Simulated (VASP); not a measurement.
# N (Pa-3) in VASP: further runs

Runs on N. Level: PBE+D3(BJ). Tasks: single point, relaxation of cell and atoms.

Everything below comes from runs of VASP 6.6.1. Logs are shortened: lines on timing, memory, paths and dates and some standing lists are left out, and cuts for length are marked.

### 1 The cell of the first run

The structure is cubic, space group Pa-3 (No. 205). Conventional cell: a = 5.659 Å, b = 5.659 Å, c = 5.659 Å, α = 90.00°, β = 90.00°, γ = 90.00°. Within 1.5 Å of N (site symmetry 3) lie 1 N at 1.10 Å.

### 2 Single point, PBE+D3(BJ)

The input, INCAR:

```
SYSTEM = N
  PREC = Accurate
  ENCUT = 520
  EDIFF = 1E-6
  ISMEAR = 0
  SIGMA = 0.02
  LREAL = .FALSE.
  LASPH = .TRUE.
  NELM = 100
  ALGO = Normal
  ISIF = 2
  LWAVE = .FALSE.
  LCHARG = .TRUE.
  GGA = PE
  IVDW = 12
  LELF = .TRUE.
  LVHAR = .TRUE.
  NBANDS = 30
```

The input, KPOINTS:

```
regular mesh
0
G
  4 4 4
  0 0 0
```

The input, POSCAR:

```
N
1.0
    5.6589943538      0.0000000000      0.0000000000
    0.0000000000      5.6589943538      0.0000000000
    0.0000000000      0.0000000000      5.6589943538
N
8
Direct
    0.0561888079      0.0561888079      0.0561888079
    0.4438111921      0.9438111921      0.5561888079
    0.5561888079      0.4438111921      0.9438111921
    0.9438111921      0.5561888079      0.4438111921
    0.9438111921      0.9438111921      0.9438111921
    0.5561888079      0.0561888079      0.4438111921
    0.4438111921      0.5561888079      0.0561888079
    0.0561888079      0.4438111921      0.5561888079
```

Potentials or basis: VASP PAW PBE potentials, release 64 (N).

Run with:

```
> cat potpaw_PBE.64/N/POTCAR > POTCAR
> mpirun -np 1 vasp_std > vasp.out
```

OUTCAR:

```text
SYSTEM = N
   PREC = Accurate
   ENCUT = 520
   EDIFF = 1E-6
   ISMEAR = 0
   LREAL = .FALSE.
   LASPH = .TRUE.
   NELM = 100
   ISIF = 2
   GGA = PE
   IVDW = 12
 IVDW          = 12

 ion  position               nearest neighbor table
   1  0.056  0.056  0.056-   5 1.10
   2  0.444  0.944  0.556-   6 1.10
   3  0.556  0.444  0.944-   7 1.10
   4  0.944  0.556  0.444-   8 1.10
   5  0.944  0.944  0.944-   1 1.10
   6  0.556  0.056  0.444-   2 1.10
   7  0.444  0.556  0.056-   3 1.10
   8  0.056  0.444  0.556-   4 1.10

  LATTYP: Found a simple cubic cell.
 ALAT       =     5.6589943538

  Lattice vectors:

 A1 = (   5.6589943538,   0.0000000000,   0.0000000000)
 A2 = (   0.0000000000,   5.6589943538,   0.0000000000)
 A3 = (   0.0000000000,   0.0000000000,   5.6589943538)

Analysis of symmetry for initial positions (statically):
=====================================================================
 Subroutine PRICEL returns:
 Original cell was already a primitive cell.

 Routine SETGRP: Setting up the symmetry group for a
 simple cubic supercell.

 Subroutine GETGRP returns: Found 24 space group operations
 (whereof  6 operations were pure point group operations)
 out of a pool of 48 trial point group operations.

The static configuration has the point symmetry S_6 .
 The point group associated with its full space group is T_h .

Analysis of symmetry for dynamics (positions and initial velocities):
=====================================================================
 Subroutine PRICEL returns:
 Original cell was already a primitive cell.

 Routine SETGRP: Setting up the symmetry group for a
 simple cubic supercell.

 Subroutine GETGRP returns: Found 24 space group operations
 (whereof  6 operations were pure point group operations)
 out of a pool of 48 trial point group operations.

The dynamic configuration has the point symmetry S_6 .
 The point group associated with its full space group is T_h .

 Subroutine INISYM returns: Found 24 space group operations
 (whereof  6 operations are pure point group operations),
 and found     1 'primitive' translations

----------------------------------------------------------------------------------------
[... 91 lines left out ...]
   EDIFF  = 0.1E-05   stopping-criterion for ELM
   LREAL  =      F    real-space projection
   EDIFFG = 0.1E-04   stopping-criterion for IOM
   NSW    =      0    number of steps for IOM
   IBRION =     -1    ionic relax: 0-MD 1-quasi-New 2-CG
   NFREE  =      0    steps in history (QN), initial steepest desc. (CG)
   ISIF   =      2    stress and relaxation
   ISYM   =      2    0-nonsym 1-usesym 2-fastsym
   POTIM  = 0.5000    time-step for ionic-motion
   TEBEG  =    0.0;   TEEND  =   0.0 temperature during run
   PSTRESS=    0.0 pullay stress
   NELECT =      40.0000    total number of electrons
   NUPDOWN=      -1.0000    fix difference up-down
   EMIN   =  10.00;   EMAX   =-10.00  energy-range for DOS
   EFERMI =   0.00;   METHOD = LEGACY
   ISMEAR =     0;   SIGMA  =   0.02  broadening in eV -4-tet -1-fermi 0-gaus
   EFERMI_NEDOS =   21; number of points for ismear=-14 and -15
   IALGO  =     38    algorithm
   IMIX   =      4    mixing-type and parameters
     AMIX     =   0.40;   BMIX     =  1.00
     AMIX_MAG =   1.60;   BMIX_MAG =  1.00
  volume/ion in A,a.u.               =      22.65       152.87
  Fermi-wavevector in a.u.,A,eV,Ry     =   0.989363  1.869625 13.317909  0.978839
  Thomas-Fermi vector in A             =   2.120956
   LORBIT       =      0    0 simple, 1 ext, 2 COOP (PROOUT), +10 PAW based schemes
   GGA     = PE    functional components
   LHFCALC =     F    Hartree Fock is set to
   AEXX    =    0.0000 exact exchange contribution
   IVDW    =    12    specifies the selected vdW correction
   LEPSILON=     F    determine dielectric tensor
   LRPA    =     F    only Hartree local field effects (RPA)
 non-spin polarized calculation
 Gauss-broadening in eV      SIGMA  =   0.02
  energy-cutoff  :      520.00
  volume of cell :      181.22
 maximum number of plane-waves:      4945
   NGX = 21   NGY = 21   NGZ = 21

 number of electron      40.0000005 magnetization

 Free energy of the ion-electron system (eV)
  ---------------------------------------------------
  ext. energy  EPLUGINS =         0.00000000
  ---------------------------------------------------
  free energy    TOTEN  =       -66.61050994 eV

  energy without entropy =      -66.61050994  energy(sigma->0) =      -66.61050994

 E-fermi :  -6.3787     XC(G=0):  -6.4247

 val. band max:       -6.5413317202   @ k =   0.5000   0.0000   0.0000
 cond. band min:       0.8188028067   @ k =   0.0000   0.0000   0.0000
 fundamental gap:      7.3601345268
 Fermi energy:        -6.3786514804

 k-point     1 :       0.0000    0.0000    0.0000
  band No.  band energies     occupation
      1     -24.9168      2.00000
      2     -24.8638      2.00000
      3     -24.8638      2.00000
      4     -24.8638      2.00000
      5     -10.0874      2.00000
      6     -10.0874      2.00000
[... 352 lines left out ...]
     29       6.1317      0.00000
     30       6.1317      0.00000

------------------------ aborting loop because EDIFF is reached ----------------------------------------

 Edisp (eV)   -0.43322

 E8    (eV) :    -0.1029

  FORCE on cell =-STRESS in cart. coord.  units (eV):
  Direction    XX          YY          ZZ          XY          YZ          ZX
  --------------------------------------------------------------------------------------
  -------------------------------------------------------------------------------------
  Total       2.30794     2.30794     2.30794     0.00000     0.00000     0.00000
  in kB      20.40411    20.40411    20.40411     0.00000     0.00000     0.00000
  external pressure =       20.40 kB  Pullay stress =        0.00 kB

 VOLUME and BASIS-vectors are now :
 -----------------------------------------------------------------------------
  energy-cutoff  :      520.00
  volume of cell :      181.22
      direct lattice vectors                 reciprocal lattice vectors
     5.658994354  0.000000000  0.000000000     0.176709842  0.000000000  0.000000000
     0.000000000  5.658994354  0.000000000     0.000000000  0.176709842  0.000000000
     0.000000000  0.000000000  5.658994354     0.000000000  0.000000000  0.176709842

 POSITION                                       TOTAL-FORCE (eV/Angst)
 -----------------------------------------------------------------------------------
      0.31797      0.31797      0.31797         1.012016      1.012016      1.012016
      2.51153      5.34102      3.14747        -1.012016     -1.012016      1.012016
      3.14747      2.51153      5.34102         1.012016     -1.012016     -1.012016
      5.34102      3.14747      2.51153        -1.012016      1.012016     -1.012016
      5.34102      5.34102      5.34102        -1.012016     -1.012016     -1.012016
      3.14747      0.31797      2.51153         1.012016      1.012016     -1.012016
      2.51153      3.14747      0.31797        -1.012016      1.012016      1.012016
      0.31797      2.51153      3.14747         1.012016     -1.012016      1.012016
 -----------------------------------------------------------------------------------
    total drift:                                0.000000      0.000000     -0.000000

  FREE ENERGIE OF THE ION-ELECTRON SYSTEM (eV)
  ---------------------------------------------------
  free  energy   TOTEN  =       -67.0437300713 eV

  energy  without entropy=      -67.0437300713  energy(sigma->0) =      -67.04373007
```

OSZICAR:

```text
N       E                     dE             d eps       ncg     rms          rms(c)
DAV:   1     0.252490557083E+03    0.25249E+03   -0.17801E+04   660   0.112E+03
DAV:   2    -0.444774023857E+02   -0.29697E+03   -0.29047E+03   882   0.270E+02
DAV:   3    -0.697051312855E+02   -0.25228E+02   -0.25004E+02   750   0.846E+01
DAV:   4    -0.700271376256E+02   -0.32201E+00   -0.32149E+00   814   0.116E+01
DAV:   5    -0.700300640634E+02   -0.29264E-02   -0.29262E-02   804   0.992E-01    0.160E+01
DAV:   6    -0.672532592034E+02    0.27768E+01   -0.37557E+00   740   0.103E+01    0.919E+00
DAV:   7    -0.666249362427E+02    0.62832E+00   -0.24271E+00   814   0.837E+00    0.258E+00
DAV:   8    -0.666113333685E+02    0.13603E-01   -0.18978E-01   692   0.249E+00    0.387E-01
DAV:   9    -0.666103241285E+02    0.10092E-02   -0.81841E-03   728   0.499E-01    0.170E-01
DAV:  10    -0.666105271200E+02   -0.20299E-03   -0.66433E-04   806   0.181E-01    0.640E-02
DAV:  11    -0.666105101823E+02    0.16938E-04   -0.40803E-05   756   0.458E-02    0.665E-03
DAV:  12    -0.666105099385E+02    0.24377E-06   -0.93098E-06   744   0.184E-02
   1 F= -.67043730E+02 E0= -.67043730E+02  d E =-.195259E-31
```

stdout:

```text
POSCAR found type information on POSCAR N
 POSCAR found :  1 types and       8 ions
 scaLAPACK will be used
 LDA part: xc-table for (Slater+PW92), standard interpolation
 POSCAR, INCAR and KPOINTS ok, starting setup
 FFT: planning ... GRIDC
 FFT: planning ... GRID_SOFT
 FFT: planning ... GRID
 WAVECAR not read
 entering main loop
```

It took 92 s on 1 thread of Intel Xeon 8259CL, shared host; peak memory 0.27 GiB.

What came out:

| Property | Result |
| --- | --- |
| Free energy | -67.0437 eV |
| Pressure | 2.0 GPa |
| Largest force | 1.753 eV/Å |
| Band gap on the k mesh | 7.36 eV (least direct gap 7.38 eV) |
| Dispersion energy per atom | -0.054 eV |

Forces on the atoms (eV/Å):
```
N    1.012  1.012  1.012
N   -1.012 -1.012  1.012
N    1.012 -1.012 -1.012
N   -1.012  1.012 -1.012
N   -1.012 -1.012 -1.012
N    1.012  1.012 -1.012
N   -1.012  1.012  1.012
N    1.012 -1.012  1.012
```

Caveat: the standard files for N, O and F lose accuracy on very short bonds; forces of over 1 eV/Å act on the atoms, so gaps and moduli don't describe the material at rest. A k mesh can miss the band edges.

### 3 Relaxation of cell and atoms, PBE+D3(BJ)

This run uses another cell than the first one, of 21.49 Å³/atom.

The input, INCAR:

```
PREC = Accurate ; ENCUT = 600
EDIFF = 1E-6 ; ISMEAR = 0
SIGMA = 0.02 ; LREAL = False
LASPH = True ; NELM = 100
ALGO = Normal ; ISIF = 3
LWAVE = False ; LCHARG = False
GGA = PE ; IVDW = 12
IBRION = 2 ; NSW = 90
EDIFFG = -0.02
```

The input, KPOINTS:

```
regular mesh
0
Gamma
  4 4 4
```

The input, POSCAR:

```
N
1.0
    5.5605176600      0.0000000000      0.0000000000
    0.0000000000      5.5605176600      0.0000000000
    0.0000000000      0.0000000000      5.5605176600
N
8
Direct
    0.0573973300      0.0573973300      0.0573973300
    0.4426026700      0.9426026700      0.5573973300
    0.5573973300      0.4426026700      0.9426026700
    0.9426026700      0.5573973300      0.4426026700
    0.9426026700      0.9426026700      0.9426026700
    0.5573973300      0.0573973300      0.4426026700
    0.4426026700      0.5573973300      0.0573973300
    0.0573973300      0.4426026700      0.5573973300
```

Potentials or basis: VASP PAW PBE potentials, release 64 (N).

Run with:

```
> cat potpaw_PBE.64/N/POTCAR > POTCAR
> mpirun -np 1 vasp_std > vasp.out
```

Wall time 4.2 min (1 thread of Intel Xeon 8259CL, shared host); peak memory 0.34 GiB.

It converged, with:

```
Free energy                           : -67.1045 eV
Relaxed volume                        : 21.52 Å³/atom
Relaxed cell                          : a = 5.563 Å, b = 5.563 Å, c = 5.563 Å, α = 90.00°, β = 90.00°, γ = 90.00°
Space group after relaxing (to 0.1 Å) : Pa-3 (No. 205)
Energy gained by relaxing             : 1.5 meV/atom
Ionic steps                           : 4
Pressure after relaxing               : -0.1 GPa
Largest force after relaxing          : 0.013 eV/Å
Band gap on the k mesh                : 7.17 eV (least direct gap 7.20 eV)
Dispersion energy per atom            : -0.058 eV
```

Forces on the atoms (eV/Å):
```
N   -0.008 -0.008 -0.008
N    0.008  0.008 -0.008
N   -0.008  0.008  0.008
N    0.008 -0.008  0.008
N    0.008  0.008  0.008
N   -0.008 -0.008  0.008
N    0.008 -0.008 -0.008
N   -0.008  0.008 -0.008
```

Step by step:
| step | energy change (eV) | largest force (eV/Å) | pressure (GPa) | volume (Å³) |
| --- | --- | --- | --- | --- |
| 1 | 0.0000 | 0.9841 | 1.30 | 171.93 |
| 2 | 2.2844 | 10.2267 | -14.94 | 176.32 |
| 3 | -0.0121 | 0.1275 | -0.21 | 172.20 |
| 4 | -0.0123 | 0.0134 | -0.06 | 172.17 |

Final structure:
```
CELL_PARAMETERS angstrom
5.56308 0.00000 0.00000
0.00000 5.56308 0.00000
0.00000 0.00000 5.56308
ATOMIC_POSITIONS crystal
N 0.05771 0.05771 0.05771
N 0.44229 0.94229 0.55771
N 0.55771 0.44229 0.94229
N 0.94229 0.55771 0.44229
N 0.94229 0.94229 0.94229
N 0.55771 0.05771 0.44229
N 0.44229 0.55771 0.05771
N 0.05771 0.44229 0.55771
```

Levels at points of the mesh, in eV from the valence-band top:
| k point | band 16 | band 17 | band 18 | band 19 | band 20 | band 21 | band 22 | band 23 | band 24 | band 25 |
| --- | --- | --- | --- | --- | --- | --- | --- | --- | --- | --- |
| (0.00, 0.00, 0.00) | -1.32 | -0.97 | -0.03 | -0.03 | -0.03 | 7.17 | 7.17 | 7.17 | 8.06 | 8.06 |
| (0.50, 0.00, 0.00) | -1.43 | -0.31 | -0.31 | 0.00 | 0.00 | 7.44 | 7.44 | 7.81 | 7.82 | 7.93 |
| (0.50, 0.50, 0.00) | -1.40 | -0.16 | -0.16 | -0.16 | -0.16 | 7.81 | 7.81 | 7.81 | 7.81 | 7.97 |
| (0.50, 0.50, 0.50) | -1.31 | -0.25 | -0.25 | -0.25 | -0.25 | 7.81 | 7.81 | 7.81 | 7.81 | 8.01 |

Caveat: the standard files for N, O and F lose accuracy on very short bonds. A k mesh can miss the band edges.
